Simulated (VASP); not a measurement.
# Cu in VASP: notebook

Runs on Cu. Level: PBE+D3(BJ). Tasks: single point.

All numbers are computed with VASP 6.6.1; they aren't measurements. Logs are shortened: lines on timing, memory, paths and dates and some standing lists are left out, and cuts for length are marked.

### 1 The cell of the first run

The cell holds a slab with vacuum, 12 atoms: a = 5.039 Å, b = 5.039 Å, c = 20.115 Å, α = 90.00°, β = 90.00°, γ = 120.00°.

### 2 Single point, PBE+D3(BJ)

Contents of INCAR:

```
SYSTEM = Cu
ALGO = Normal
DIPOL = 0.5 0.5 0.501
EDIFF = 1E-7
ENCUT = 520
GGA = PE
IDIPOL = 3
ISIF = 2
ISMEAR = 0
IVDW = 12
LASPH = .True.
LCHARG = .False.
LDIPOL = .True.
LREAL = .False.
LWAVE = .False.
NBANDS = 78
NELM = 100
PREC = Accurate
SIGMA = 0.1
```

Contents of KPOINTS:

```
k-points
0
Gamma
  4 4 1
  0 0 0
```

Contents of POSCAR:

```
Cu
1.0
    5.0393684366      0.0000000000      0.0000000000
   -2.5196842183      4.3642210851      0.0000000000
    0.0000000000      0.0000000000     20.1146270985
Cu
12
Direct
    0.3333333333      0.1666666667      0.3977205225
    0.3333333333      0.6666666667      0.3977205225
    0.8333333333      0.1666666667      0.3977205225
    0.8333333333      0.6666666667      0.3977205225
    0.6666666667      0.3333333333      0.5007202887
    0.6666666667      0.8333333333      0.5007202887
    0.1666666667      0.3333333333      0.5007202887
    0.1666666667      0.8333333333      0.5007202887
    0.0000000000      0.5000000000      0.6037179843
    0.0000000000      0.0000000000      0.6037179843
    0.5000000000      0.5000000000      0.6037179843
    0.5000000000      0.0000000000      0.6037179843
```

Potentials or basis: VASP PAW PBE potentials, release 64 (Cu).

Launch:

```bash
cat potpaw_PBE.64/Cu/POTCAR > POTCAR
mpirun -np 1 vasp_std > vasp.out
```

OUTCAR:

```text
SYSTEM = Cu
   EDIFF = 1E-7
   ENCUT = 520
   GGA = PE
   ISIF = 2
   ISMEAR = 0
   IVDW = 12
   LASPH = .True.
   LREAL = .False.
   NELM = 100
   PREC = Accurate
 IVDW          = 12

 ion  position               nearest neighbor table
   1  0.333  0.167  0.398-   2 2.52   4 2.52   2 2.52   4 2.52   3 2.52   3 2.52   7 2.53   8 2.53
                             5 2.53
   2  0.333  0.667  0.398-   1 2.52   3 2.52   1 2.52   3 2.52   4 2.52   4 2.52   8 2.53   7 2.53
                             6 2.53
   3  0.833  0.167  0.398-   2 2.52   4 2.52   4 2.52   2 2.52   1 2.52   1 2.52   5 2.53   6 2.53
                             7 2.53
   4  0.833  0.667  0.398-   1 2.52   3 2.52   3 2.52   1 2.52   2 2.52   2 2.52   6 2.53   5 2.53
                             8 2.53
   5  0.667  0.333  0.501-   6 2.52   8 2.52   6 2.52   8 2.52   7 2.52   7 2.52  12 2.53   9 2.53
                            11 2.53   3 2.53   4 2.53   1 2.53
   6  0.667  0.833  0.501-   5 2.52   7 2.52   5 2.52   7 2.52   8 2.52   8 2.52  11 2.53  10 2.53
                            12 2.53   4 2.53   3 2.53   2 2.53
   7  0.167  0.333  0.501-   6 2.52   8 2.52   8 2.52   6 2.52   5 2.52   5 2.52  10 2.53  11 2.53
                             9 2.53   1 2.53   2 2.53   3 2.53
   8  0.167  0.833  0.501-   5 2.52   7 2.52   7 2.52   5 2.52   6 2.52   6 2.52   9 2.53  12 2.53
                            10 2.53   2 2.53   1 2.53   4 2.53
   9  0.000  0.500  0.604-  10 2.52  12 2.52  10 2.52  12 2.52  11 2.52  11 2.52   8 2.53   5 2.53
[... 14 lines left out ...]
 A1 = (   5.0393684366,   0.0000000000,   0.0000000000)
 A2 = (  -2.5196842183,   4.3642210851,   0.0000000000)
 A3 = (   0.0000000000,   0.0000000000,  20.1146270985)

Analysis of symmetry for initial positions (statically):
=====================================================================
 Subroutine PRICEL returns following result:

  LATTYP: Found a hexagonal cell.
 ALAT       =     2.5196842183
 C/A-ratio  =     7.9829952311

  Lattice vectors:

 A1 = (   2.5196842183,   0.0000000000,   0.0000000000)
 A2 = (  -1.2598421092,   2.1821105425,   0.0000000000)
 A3 = (   0.0000000000,   0.0000000000,  20.1146270985)

   4 primitive cells build up your supercell.

 Routine SETGRP: Setting up the symmetry group for a
 hexagonal supercell.

 Subroutine GETGRP returns: Found 12 space group operations
 (whereof  6 operations were pure point group operations)
 out of a pool of 24 trial point group operations.

The static configuration has the point symmetry C_3v.
 The point group associated with its full space group is D_3d.

Analysis of symmetry for dynamics (positions and initial velocities):
=====================================================================
 Subroutine PRICEL returns following result:

  LATTYP: Found a hexagonal cell.
 ALAT       =     2.5196842183
 C/A-ratio  =     7.9829952311

  Lattice vectors:

 A1 = (   2.5196842183,   0.0000000000,   0.0000000000)
 A2 = (  -1.2598421092,   2.1821105425,   0.0000000000)
 A3 = (   0.0000000000,   0.0000000000,  20.1146270985)

   4 primitive cells build up your supercell.

 Routine SETGRP: Setting up the symmetry group for a
 hexagonal supercell.

 Subroutine GETGRP returns: Found 12 space group operations
 (whereof  6 operations were pure point group operations)
 out of a pool of 24 trial point group operations.

The dynamic configuration has the point symmetry C_3v.
 The point group associated with its full space group is D_3d.

 Subroutine INISYM returns: Found 12 space group operations
 (whereof  6 operations are pure point group operations),
 and found     4 'primitive' translations

----------------------------------------------------------------------------------------

                                     Primitive cell

  volume of cell :     110.5948

  direct lattice vectors                    reciprocal lattice vectors
     2.519684218  0.000000000  0.000000000     0.396875129  0.229135963  0.000000000
    -1.259842109  2.182110543  0.000000000     0.000000000  0.458271926  0.000000000
     0.000000000  0.000000000 20.114627099     0.000000000  0.000000000  0.049715065

  length of vectors
     2.519684218  2.519684218 20.114627099     0.458271926  0.458271926  0.049715065

  position of ions in fractional coordinates (direct lattice)
     0.666666667  0.333333333  0.397720523
     0.333333333  0.666666667  0.500720289
     0.000000000  0.000000000  0.603717984

  ion indices of the primitive-cell ions
   primitive index   ion index
                 1           1
                 2           7
                 3          12

----------------------------------------------------------------------------------------

 KPOINTS: k-points

Automatic generation of k-mesh.
 Grid dimensions read from file:
 generate k-points for:    4    4    1

 Generating k-lattice:

  Cartesian coordinates                     Fractional coordinates (reciprocal lattice)
     0.049609391  0.028641995  0.000000000     0.250000000 -0.000000000  0.000000000
     0.000000000  0.057283991  0.000000000     0.000000000  0.250000000  0.000000000
     0.000000000  0.000000000  0.049715065     0.000000000  0.000000000  1.000000000

  Length of vectors
     0.057283991  0.057283991  0.049715065

  Shift w.r.t. Gamma in fractional coordinates (k-lattice)
     0.000000000  0.000000000  0.000000000

 Subroutine IBZKPT returns following result:
 ===========================================

 Found      4 irreducible k-points:

 Following reciprocal coordinates:
            Coordinates               Weight
  0.000000  0.000000  0.000000      1.000000
  0.250000  0.000000  0.000000      6.000000
  0.500000  0.000000  0.000000      3.000000
  0.250000  0.250000  0.000000      6.000000
   k-points           NKPTS =      4   k-points in BZ     NKDIM =      4   number of bands    NBANDS=     78
   number of dos      NEDOS =    301   number of ions     NIONS =     12
   total plane-waves  NPLWV = 240000
   dimension x,y,z NGX =    40 NGY =   40 NGZ =  150
   dimension x,y,z NGXF=    80 NGYF=   80 NGZF=  300
   ions per type =              12
   NGX,Y,Z   is equivalent  to a cutoff of  13.20, 13.20, 12.40 a.u.
   NGXF,Y,Z  is equivalent  to a cutoff of  26.39, 26.39, 24.79 a.u.
 SYSTEM =  Cu
   PREC   = accura    normal or accurate (medium, high low for compatibility)
   ISTART =      0    job   : 0-new  1-cont  2-samecut
   ICHARG =      2    charge: 1-file 2-atom 10-const
   ISPIN  =      1    spin polarized calculation?
   LNONCOLLINEAR =      F non collinear calculations
   LSORBIT =      F    spin-orbit coupling
   LASPH  =      T    aspherical Exc in radial PAW
   ENCUT  =  520.0 eV  38.22 Ry    6.18 a.u.   9.37  9.37 37.40*2*pi/ulx,y,z
   NELM   =    100;   NELMIN=  2; NELMDL= -5     # of ELM steps
   EDIFF  = 0.1E-06   stopping-criterion for ELM
   LREAL  =      F    real-space projection
   EDIFFG = 0.1E-05   stopping-criterion for IOM
   NSW    =      0    number of steps for IOM
   IBRION =     -1    ionic relax: 0-MD 1-quasi-New 2-CG
   NFREE  =      0    steps in history (QN), initial steepest desc. (CG)
   ISIF   =      2    stress and relaxation
   ISYM   =      2    0-nonsym 1-usesym 2-fastsym
   POTIM  = 0.5000    time-step for ionic-motion
   TEBEG  =    0.0;   TEEND  =   0.0 temperature during run
   PSTRESS=    0.0 pullay stress
   NELECT =     132.0000    total number of electrons
   NUPDOWN=      -1.0000    fix difference up-down
   EMIN   =  10.00;   EMAX   =-10.00  energy-range for DOS
   EFERMI =   0.00;   METHOD = LEGACY
   ISMEAR =     0;   SIGMA  =   0.10  broadening in eV -4-tet -1-fermi 0-gaus
   EFERMI_NEDOS =   21; number of points for ismear=-14 and -15
   IALGO  =     38    algorithm
   IMIX   =      4    mixing-type and parameters
     AMIX     =   0.40;   BMIX     =  1.00
     AMIX_MAG =   1.60;   BMIX_MAG =  1.00
  volume/ion in A,a.u.               =      36.86       248.78
  Fermi-wavevector in a.u.,A,eV,Ry     =   1.093959  2.067283 16.282733  1.196747
  Thomas-Fermi vector in A             =   2.230255
   LORBIT       =      0    0 simple, 1 ext, 2 COOP (PROOUT), +10 PAW based schemes
   GGA     = PE    functional components
   LHFCALC =     F    Hartree Fock is set to
   AEXX    =    0.0000 exact exchange contribution
   IVDW    =    12    specifies the selected vdW correction
   LEPSILON=     F    determine dielectric tensor
   LRPA    =     F    only Hartree local field effects (RPA)
 non-spin polarized calculation
 Gauss-broadening in eV      SIGMA  =   0.10
  energy-cutoff  :      520.00
  volume of cell :      442.38
 maximum number of plane-waves:     11943
 NGX is ok and might be reduce to    40
   NGX = 19   NGY = 19   NGZ = 75

 dipolmoment           0.000000      0.000000      0.000034 electrons x Angstroem

 number of electron     132.0000029 magnetization

 dipolmoment           0.000000      0.000000     -0.000302 electrons x Angstroem

 Free energy of the ion-electron system (eV)
  ---------------------------------------------------
  ext. energy  EPLUGINS =         0.00000000
  ---------------------------------------------------
  free energy    TOTEN  =       -40.92495042 eV

  energy without entropy =      -40.83638544  energy(sigma->0) =      -40.88066793

 E-fermi :  -0.8086     XC(G=0):  -4.9239

 val. band max:       -0.8100568445   @ k =   0.2500   0.0000   0.0000
 cond. band min:      -0.7907953037   @ k =   0.0000   0.0000   0.0000
 fundamental gap:      0.0192615409
 Fermi energy:        -0.8085869362

 k-point     1 :       0.0000    0.0000    0.0000
  band No.  band energies     occupation
      1      -9.6799      2.00000
      2      -7.6722      2.00000
      3      -6.1863      2.00000
      4      -5.7328      2.00000
      5      -5.7328      2.00000
      6      -5.7328      2.00000
[... 313 lines left out ...]
     77       4.7720      0.00000
     78       5.4709      0.00000

------------------------ aborting loop because EDIFF is reached ----------------------------------------

 vacuum level on the upper side and lower side of the slab       (xc-potential included)        -0.089        -0.086

 Edisp (eV)   -4.73362

 E8    (eV) :    -2.1315

  FORCE on cell =-STRESS in cart. coord.  units (eV):
  Direction    XX          YY          ZZ          XY          YZ          ZX
  --------------------------------------------------------------------------------------
  -------------------------------------------------------------------------------------
  Total      -3.75367    -3.75367     0.23363     0.00000    -0.00000    -0.00000
  in kB     -13.59478   -13.59478     0.84613     0.00000    -0.00000    -0.00000
  external pressure =       -8.78 kB  Pullay stress =        0.00 kB

 VOLUME and BASIS-vectors are now :
 -----------------------------------------------------------------------------
  energy-cutoff  :      520.00
  volume of cell :      442.38
      direct lattice vectors                 reciprocal lattice vectors
     5.039368437  0.000000000  0.000000000     0.198437565  0.114567981  0.000000000
    -2.519684218  4.364221085  0.000000000     0.000000000  0.229135963  0.000000000
     0.000000000  0.000000000 20.114627099     0.000000000  0.000000000  0.049715065

 POSITION                                       TOTAL-FORCE (eV/Angst)
 -----------------------------------------------------------------------------------
      1.25984      0.72737      8.00000        -0.000000     -0.000000     -0.021045
     -0.00000      2.90948      8.00000         0.000000      0.000000     -0.021045
      3.77953      0.72737      8.00000        -0.000000     -0.000000     -0.021045
      2.51968      2.90948      8.00000         0.000000      0.000000     -0.021045
      2.51968      1.45474     10.07180         0.000000      0.000000      0.000000
      1.25984      3.63685     10.07180        -0.000000     -0.000000      0.000000
      0.00000      1.45474     10.07180        -0.000000     -0.000000      0.000000
     -1.25984      3.63685     10.07180        -0.000000     -0.000000      0.000000
     -1.25984      2.18211     12.14356        -0.000000     -0.000000      0.021045
      0.00000      0.00000     12.14356         0.000000      0.000000      0.021045
      1.25984      2.18211     12.14356        -0.000000     -0.000000      0.021045
      2.51968      0.00000     12.14356         0.000000      0.000000      0.021045
 -----------------------------------------------------------------------------------
    total drift:                                0.000001      0.000002     -0.059899

  FREE ENERGIE OF THE ION-ELECTRON SYSTEM (eV)
  ---------------------------------------------------
  free  energy   TOTEN  =       -45.6585693697 eV

  energy  without entropy=      -45.5700043895  energy(sigma->0) =      -45.61428688

 vacuum level on the upper side and lower side of the slab         3.968         3.970
```

It took 6.6 min on 1 thread of AMD EPYC 7R43 (Zen 3), shared host; peak memory 0.5 GiB.

What came out:

| Property | Result |
| --- | --- |
| Free energy | -45.6586 eV |
| Largest force | 0.021 eV/Å |
| Band gap on the k mesh | zero (band 66 reaches -0.78 eV, above the bottom of band 67 at -0.86 eV) |
| Dispersion energy per atom | -0.394 eV |

Forces in eV/Å, atoms in the order of the input:
```
Cu   0.000  0.000 -0.021
Cu   0.000  0.000 -0.021
Cu   0.000  0.000 -0.021
Cu   0.000  0.000 -0.021
Cu   0.000  0.000  0.000
Cu   0.000  0.000  0.000
Cu   0.000  0.000  0.000
Cu   0.000  0.000  0.000
Cu   0.000  0.000  0.021
Cu   0.000  0.000  0.021
Cu   0.000  0.000  0.021
Cu   0.000  0.000  0.021
```

[end of part 1 of 2]
